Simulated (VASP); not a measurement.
# SnO (P4/nmm) in VASP: further runs

SnO is run at these levels: PBEsol; tasks: single point.

Program: VASP 6.6.1. These are calculated values, not measurements. Logs are shortened: lines on timing, memory, paths and dates and some standing lists are left out, and cuts for length are marked.

### Step 1. The cell of the first run

The structure is tetragonal, space group P4/nmm (No. 129). The conventional cell has a = 3.799 Å, b = 3.799 Å, c = 4.841 Å, α = 90.00°, β = 90.00°, γ = 90.00°. Within 2.9 Å of Sn (site symmetry 4mm) lie 4 O at 2.22 Å. Within 2.9 Å of O (site symmetry -4m2) lie 4 Sn at 2.22 Å and 4 O at 2.69 Å.

### Step 2. Single point, PBEsol

INCAR reads:

```
ALGO = Normal
EDIFF = 1E-6
ENCUT = 600
GGA = PS
GGA_COMPAT = F
ISIF = 2
ISMEAR = 0
LASPH = T
LCHARG = F
LREAL = F
LWAVE = F
NBANDS = 28
NELM = 120
PREC = Accurate
SIGMA = 0.01
```

KPOINTS reads:

```
k-points
0
Gamma
  3 3 2
```

POSCAR reads:

```
SnO
1.0
    3.7986000000      0.0000000000      0.0000000000
    0.0000000000      3.7986000000      0.0000000000
    0.0000000000      0.0000000000      4.8408000000
Sn O
2 2
Direct
    0.5000000000      0.0000000000      0.2369000000
    1.0000000000      0.5000000000      0.7631000000
    1.0000000000      0.0000000000      0.0000000000
    0.5000000000      0.5000000000      0.0000000000
```

Potentials or basis: VASP PAW PBE potentials, release 64 (Sn_d, O).

Run with:

```sh
> cat potpaw_PBE.64/Sn_d/POTCAR potpaw_PBE.64/O/POTCAR > POTCAR
> mpirun -np 1 vasp_std > vasp.out
```

OUTCAR:

```text
EDIFF = 1E-6
   ENCUT = 600
   GGA = PS
   ISIF = 2
   ISMEAR = 0
   LASPH = T
   LREAL = F
   NELM = 120
   PREC = Accurate

 ion  position               nearest neighbor table
   1  0.500  0.000  0.237-   3 2.22   4 2.22   4 2.22   3 2.22   2 3.53   2 3.53   2 3.53   2 3.53
                             2 3.70   2 3.70   2 3.70   2 3.70
   2  0.000  0.500  0.763-   3 2.22   4 2.22   3 2.22   4 2.22   1 3.53   1 3.53   1 3.53   1 3.53
                             1 3.70   1 3.70   1 3.70   1 3.70
   3  0.000  0.000  0.000-   1 2.22   2 2.22   2 2.22   1 2.22
   4  0.500  0.500  0.000-   1 2.22   2 2.22   1 2.22   2 2.22

  LATTYP: Found a simple tetragonal cell.
 ALAT       =     3.7986000000
 C/A-ratio  =     1.2743642395

  Lattice vectors:

 A1 = (   3.7986000000,   0.0000000000,   0.0000000000)
 A2 = (   0.0000000000,   3.7986000000,   0.0000000000)
 A3 = (   0.0000000000,   0.0000000000,   4.8408000000)

Analysis of symmetry for initial positions (statically):
=====================================================================
 Subroutine PRICEL returns:
 Original cell was already a primitive cell.

 Routine SETGRP: Setting up the symmetry group for a
 simple tetragonal supercell.

 Subroutine GETGRP returns: Found 16 space group operations
 (whereof  8 operations were pure point group operations)
 out of a pool of 16 trial point group operations.

The static configuration has the point symmetry D_2d.
 The point group associated with its full space group is D_4h.

Analysis of symmetry for dynamics (positions and initial velocities):
=====================================================================
 Subroutine PRICEL returns:
 Original cell was already a primitive cell.

 Routine SETGRP: Setting up the symmetry group for a
 simple tetragonal supercell.

 Subroutine GETGRP returns: Found 16 space group operations
 (whereof  8 operations were pure point group operations)
 out of a pool of 16 trial point group operations.

The dynamic configuration has the point symmetry D_2d.
 The point group associated with its full space group is D_4h.

 Subroutine INISYM returns: Found 16 space group operations
 (whereof  8 operations are pure point group operations),
 and found     1 'primitive' translations

----------------------------------------------------------------------------------------
[... 76 lines left out ...]
   ENCUT  =  600.0 eV  44.10 Ry    6.64 a.u.   7.59  7.59  9.67*2*pi/ulx,y,z
   NELM   =    120;   NELMIN=  2; NELMDL= -5     # of ELM steps
   EDIFF  = 0.1E-05   stopping-criterion for ELM
   LREAL  =      F    real-space projection
   EDIFFG = 0.1E-04   stopping-criterion for IOM
   NSW    =      0    number of steps for IOM
   IBRION =     -1    ionic relax: 0-MD 1-quasi-New 2-CG
   NFREE  =      0    steps in history (QN), initial steepest desc. (CG)
   ISIF   =      2    stress and relaxation
   ISYM   =      2    0-nonsym 1-usesym 2-fastsym
   POTIM  = 0.5000    time-step for ionic-motion
   TEBEG  =    0.0;   TEEND  =   0.0 temperature during run
   PSTRESS=    0.0 pullay stress
   NELECT =      40.0000    total number of electrons
   NUPDOWN=      -1.0000    fix difference up-down
   EMIN   =  10.00;   EMAX   =-10.00  energy-range for DOS
   EFERMI =   0.00;   METHOD = LEGACY
   ISMEAR =     0;   SIGMA  =   0.01  broadening in eV -4-tet -1-fermi 0-gaus
   EFERMI_NEDOS =   21; number of points for ismear=-14 and -15
   IALGO  =     38    algorithm
   IMIX   =      4    mixing-type and parameters
     AMIX     =   0.40;   BMIX     =  1.00
     AMIX_MAG =   1.60;   BMIX_MAG =  1.00
  volume/ion in A,a.u.               =      17.46       117.84
  Fermi-wavevector in a.u.,A,eV,Ry     =   1.359482  2.569048 25.146163  1.848191
  Thomas-Fermi vector in A             =   2.486226
   LORBIT       =      0    0 simple, 1 ext, 2 COOP (PROOUT), +10 PAW based schemes
   GGA     = PS    functional components
   LHFCALC =     F    Hartree Fock is set to
   AEXX    =    0.0000 exact exchange contribution
   IVDW    =     0    specifies the selected vdW correction
   LEPSILON=     F    determine dielectric tensor
   LRPA    =     F    only Hartree local field effects (RPA)
 non-spin polarized calculation
 Gauss-broadening in eV      SIGMA  =   0.01
  energy-cutoff  :      600.00
  volume of cell :       69.85
 maximum number of plane-waves:      2354
 NGX is ok and might be reduce to    30
   NGX = 15   NGY = 15   NGZ = 19

 number of electron      40.0000023 magnetization

 Free energy of the ion-electron system (eV)
  ---------------------------------------------------
  ext. energy  EPLUGINS =         0.00000000
  ---------------------------------------------------
  free energy    TOTEN  =       -24.21825680 eV

  energy without entropy =      -24.21825680  energy(sigma->0) =      -24.21825680

 E-fermi :   7.1138     XC(G=0): -10.4966

 val. band max:        7.0536072987   @ k =   0.0000   0.0000   0.0000
 cond. band min:       8.0987782492   @ k =   0.3333   0.3333   0.0000
 fundamental gap:      1.0451709506
 Fermi energy:         7.1138086879

 k-point     1 :       0.0000    0.0000    0.0000
  band No.  band energies     occupation
      1     -14.8824      2.00000
      2     -14.4114      2.00000
      3     -14.4114      2.00000
      4     -14.4107      2.00000
      5     -14.3618      2.00000
      6     -14.3533      2.00000
[... 175 lines left out ...]
     27      16.8319      0.00000
     28      17.1483      0.00000

------------------------ aborting loop because EDIFF is reached ----------------------------------------

  FORCE on cell =-STRESS in cart. coord.  units (eV):
  Direction    XX          YY          ZZ          XY          YZ          ZX
  --------------------------------------------------------------------------------------
  -------------------------------------------------------------------------------------
  Total        0.4751927      0.4751927     -0.0900140      0.0000000      0.0000000     -0.0000000
  in kB       10.8997385     10.8997385     -2.0646976      0.0000000      0.0000000     -0.0000000
  external PRESSURE =       6.5782598 kB  Pullay stress =       0.0000000 kB

 VOLUME and BASIS-vectors are now :
 -----------------------------------------------------------------------------
  energy-cutoff  :      600.00
  volume of cell :       69.85
      direct lattice vectors                 reciprocal lattice vectors
     3.798600000  0.000000000  0.000000000     0.263254883  0.000000000  0.000000000
     0.000000000  3.798600000  0.000000000     0.000000000  0.263254883  0.000000000
     0.000000000  0.000000000  4.840800000     0.000000000  0.000000000  0.206577425

 POSITION                                       TOTAL-FORCE (eV/Angst)
 -----------------------------------------------------------------------------------
      1.89930      0.00000      1.14679        -0.000000      0.000000      0.330061
      0.00000      1.89930      3.69401         0.000000     -0.000000     -0.330061
      0.00000      0.00000      0.00000         0.000000     -0.000000      0.000000
      1.89930      1.89930      0.00000         0.000000      0.000000      0.000000
 -----------------------------------------------------------------------------------
    total drift:                                0.000000      0.000000      0.000000

  FREE ENERGIE OF THE ION-ELECTRON SYSTEM (eV)
  ---------------------------------------------------
  free  energy   TOTEN  =       -24.2182567967 eV

  energy  without entropy=      -24.2182567967  energy(sigma->0) =      -24.21825680
```

stdout:

```text
POSCAR found type information on POSCAR SnO
 POSCAR found :  2 types and       4 ions
 scaLAPACK will be used
 -----------------------------------------------------------------------------
|                                                                             |
|                                                                             |
|     You enforced a specific xc type in the INCAR file but a different       |
|     I HOPE YOU KNOW WHAT YOU ARE DOING!                                     |
|                                                                             |
 -----------------------------------------------------------------------------

 LDA part: xc-table for (Slater+PW92), standard interpolation
 POSCAR, INCAR and KPOINTS ok, starting setup
 FFT: planning ... GRIDC
 FFT: planning ... GRID_SOFT
 FFT: planning ... GRID
 WAVECAR not read
 entering main loop
```

Run time: 22 s. Hardware: 1 thread of Intel Xeon 6975P-C (Granite Rapids), shared host; peak memory 0.18 GiB.

What came out:

| Item | Value |
| --- | --- |
| Free energy | -24.2183 eV |
| Pressure | 0.7 GPa |
| Largest force | 0.330 eV/Å |
| Band gap on the k mesh | 1.05 eV (least direct gap 2.04 eV) |

Forces on the atoms (eV/Å):
```
Sn   0.000  0.000  0.330
Sn   0.000  0.000 -0.330
O    0.000  0.000  0.000
O    0.000  0.000  0.000
```

Levels at points of the mesh, in eV from the valence-band top:
```tsv
k point	band 16	band 17	band 18	band 19	band 20	band 21	band 22	band 23	band 24	band 25
(0.00, 0.00, 0.00)	-6.40	-3.55	-3.25	-3.25	0.00	2.04	4.24	4.72	4.72	5.66
(0.00, 0.00, 0.50)	-3.61	-3.27	-3.27	-3.13	-2.24	1.56	2.95	2.95	3.66	7.81
```

Caveat: the k points lie up to 0.65 Å⁻¹ apart; the PAW data sets were made with another functional, which shifts forces and pressure a little; spin-orbit coupling is left out, which moves the levels of the heavy elements.

### Step 3. Single point, PBEsol

INCAR reads:

```
SYSTEM = SnO
PREC = Accurate
ENCUT = 600
EDIFF = 1E-6
ISMEAR = 0
SIGMA = 0.01
LREAL = .FALSE.
LASPH = .TRUE.
NELM = 120
ALGO = Normal
ISIF = 2
LWAVE = .FALSE.
LCHARG = .TRUE.
GGA = PS
LELF = .TRUE.
LVHAR = .TRUE.
NBANDS = 28
GGA_COMPAT = .FALSE.
```

KPOINTS reads:

```
regular mesh
0
G
  4 4 3
  0 0 0
```

POSCAR is that of step 2.

Potentials or basis: VASP PAW PBE potentials, release 64 (Sn_d, O).

Run with:

```sh
> cat potpaw_PBE.64/Sn_d/POTCAR potpaw_PBE.64/O/POTCAR > POTCAR
> mpirun -np 1 vasp_std > vasp.out
```

OUTCAR:

```text
SYSTEM = SnO
   PREC = Accurate
   ENCUT = 600
   EDIFF = 1E-6
   ISMEAR = 0
   LREAL = .FALSE.
   LASPH = .TRUE.
   NELM = 120
   ISIF = 2
   GGA = PS

 ion  position               nearest neighbor table
   1  0.500  0.000  0.237-   3 2.22   4 2.22   4 2.22   3 2.22   2 3.53   2 3.53   2 3.53   2 3.53
                             2 3.70   2 3.70   2 3.70   2 3.70
   2  0.000  0.500  0.763-   3 2.22   4 2.22   3 2.22   4 2.22   1 3.53   1 3.53   1 3.53   1 3.53
                             1 3.70   1 3.70   1 3.70   1 3.70
   3  0.000  0.000  0.000-   1 2.22   2 2.22   2 2.22   1 2.22
   4  0.500  0.500  0.000-   1 2.22   2 2.22   1 2.22   2 2.22

  LATTYP: Found a simple tetragonal cell.
 ALAT       =     3.7986000000
 C/A-ratio  =     1.2743642395

  Lattice vectors:

 A1 = (   3.7986000000,   0.0000000000,   0.0000000000)
 A2 = (   0.0000000000,   3.7986000000,   0.0000000000)
 A3 = (   0.0000000000,   0.0000000000,   4.8408000000)

Analysis of symmetry for initial positions (statically):
=====================================================================
 Subroutine PRICEL returns:
 Original cell was already a primitive cell.

 Routine SETGRP: Setting up the symmetry group for a
[... 162 lines left out ...]

 val. band max:        7.0621262634   @ k =   0.0000   0.0000   0.0000
 cond. band min:       7.1148611168   @ k =   0.5000   0.5000   0.0000
 fundamental gap:      0.0527348534
 Fermi energy:         7.0878760707

 k-point     1 :       0.0000    0.0000    0.0000
  band No.  band energies     occupation
      1     -14.8769      2.00000
      2     -14.4112      2.00000
      3     -14.4112      2.00000
      4     -14.4075      2.00000
      5     -14.3590      2.00000
      6     -14.3543      2.00000
[... 361 lines left out ...]
     27      16.2587      0.00000
     28      16.2587      0.00000

------------------------ aborting loop because EDIFF is reached ----------------------------------------

  FORCE on cell =-STRESS in cart. coord.  units (eV):
  Direction    XX          YY          ZZ          XY          YZ          ZX
  --------------------------------------------------------------------------------------
  -------------------------------------------------------------------------------------
  Total        0.4387290      0.4387290      0.2373396      0.0000000      0.0000000      0.0000000
  in kB       10.0633514     10.0633514      5.4439795      0.0000000      0.0000000      0.0000000
  external PRESSURE =       8.5235607 kB  Pullay stress =       0.0000000 kB

 VOLUME and BASIS-vectors are now :
 -----------------------------------------------------------------------------
  energy-cutoff  :      600.00
  volume of cell :       69.85
      direct lattice vectors                 reciprocal lattice vectors
     3.798600000  0.000000000  0.000000000     0.263254883  0.000000000  0.000000000
     0.000000000  3.798600000  0.000000000     0.000000000  0.263254883  0.000000000
     0.000000000  0.000000000  4.840800000     0.000000000  0.000000000  0.206577425

 POSITION                                       TOTAL-FORCE (eV/Angst)
 -----------------------------------------------------------------------------------
      1.89930      0.00000      1.14679        -0.000000      0.000000      0.290170
      0.00000      1.89930      3.69401         0.000000      0.000000     -0.290170
      0.00000      0.00000      0.00000         0.000000      0.000000      0.000000
      1.89930      1.89930      0.00000         0.000000     -0.000000      0.000000
 -----------------------------------------------------------------------------------
    total drift:                                0.000000      0.000000      0.000000

  FREE ENERGIE OF THE ION-ELECTRON SYSTEM (eV)
  ---------------------------------------------------
  free  energy   TOTEN  =       -24.2030723889 eV

  energy  without entropy=      -24.2030720721  energy(sigma->0) =      -24.20307223
```

OSZICAR:

```text
N       E                     dE             d eps       ncg     rms          rms(c)
DAV:   1     0.433546206629E+03    0.43355E+03   -0.21492E+04   680   0.237E+03
DAV:   2     0.358853365600E+02   -0.39766E+03   -0.38184E+03   704   0.563E+02
DAV:   3    -0.245578175595E+02   -0.60443E+02   -0.59150E+02   768   0.185E+02
DAV:   4    -0.273779820835E+02   -0.28202E+01   -0.28047E+01   776   0.415E+01
DAV:   5    -0.274418836820E+02   -0.63902E-01   -0.63893E-01   732   0.677E+00    0.108E+01
DAV:   6    -0.242789224561E+02    0.31630E+01   -0.14284E+01  1084   0.430E+01    0.486E+00
DAV:   7    -0.242373830492E+02    0.41539E-01   -0.17505E+00   792   0.815E+00    0.240E+00
DAV:   8    -0.242109231200E+02    0.26460E-01   -0.25004E-01   816   0.328E+00    0.738E-01
DAV:   9    -0.242024423871E+02    0.84807E-02   -0.32664E-02  1092   0.202E+00    0.215E-01
DAV:  10    -0.242032276846E+02   -0.78530E-03   -0.49831E-03   912   0.678E-01    0.992E-02
DAV:  11    -0.242030610879E+02    0.16660E-03   -0.95787E-04  1020   0.307E-01    0.182E-02
DAV:  12    -0.242030738221E+02   -0.12734E-04   -0.11779E-04   692   0.675E-02    0.184E-02
DAV:  13    -0.242030723885E+02    0.14336E-05   -0.13567E-05   824   0.255E-02    0.232E-03
DAV:  14    -0.242030723889E+02   -0.34379E-09   -0.49448E-07   360   0.629E-03
   1 F= -.24203072E+02 E0= -.24203072E+02  d E =-.316791E-06
```

Run time: 31 s. Hardware: 1 thread of Intel Xeon 6975P-C (Granite Rapids), shared host; peak memory 0.18 GiB.

What came out:

| Property | Result |
| --- | --- |
| Free energy | -24.2031 eV |
| Pressure | 0.9 GPa |
| Largest force | 0.290 eV/Å |
| Band gap on the k mesh | 0.05 eV (least direct gap 1.92 eV) |

Forces on the atoms (eV/Å):
```
Sn   0.000  0.000  0.290
Sn   0.000  0.000 -0.290
O    0.000  0.000  0.000
O    0.000  0.000  0.000
```

Levels at points of the mesh, in eV from the valence-band top:
```
           k point  band 18  band 19  band 20  band 21  band 22  band 23
(0.00, 0.00, 0.00)    -3.24    -3.24     0.00     2.04     4.24     4.71
(0.50, 0.00, 0.00)    -4.94    -2.72    -2.72     3.16     3.16     5.92
(0.50, 0.50, 0.00)    -2.56    -1.87    -1.87     0.05     0.05     4.37
```

Caveat: the k points lie up to 0.43 Å⁻¹ apart; semilocal functionals underestimate gaps, and a narrow one can read as zero; the PAW data sets were made with another functional, which shifts forces and pressure a little; spin-orbit coupling is left out, which moves the levels of the heavy elements. A k mesh can miss the band edges.
